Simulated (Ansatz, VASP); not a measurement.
# One calculation of Eu, two programs

```xyz
1
Lattice="-2.1940 2.1940 2.1940 2.1940 -2.1940 2.1940 2.1940 2.1940 -2.1940" Properties=species:S:1:pos:R:3 pbc="T T T"
Eu    0.0000    0.0000    0.0000
```

Change from the starting cell: volume scaled by 1, PAW files.

Alike in both runs: task single point; functional PBE; k mesh 14 × 14 × 14; occupations fermi-dirac, width 0.05 eV; collinear spin.

```csv
,VASP,Ansatz
version,VASP 6.6.1,Ansatz 0.2.0
potentials or method,"VASP PAW PBE potentials, release 64 (Eu)","PAW with Ansatz's default frozen-core files, scalar-relativistic"
plane-wave cutoff (eV),520,420
valence electrons in the cell,17,17
```

```tsv
	VASP	Ansatz	Ansatz less VASP
pressure (GPa)	-0.3	0.0	+0.27
net moment per atom (μB)	7.26	7.27	+0.009
size of the moment on the site where the two differ most (μB)	6.67	7.02	+0.350
```

Site moments also hang on the region over which each program counts them.

Spin-orbit coupling is off throughout.
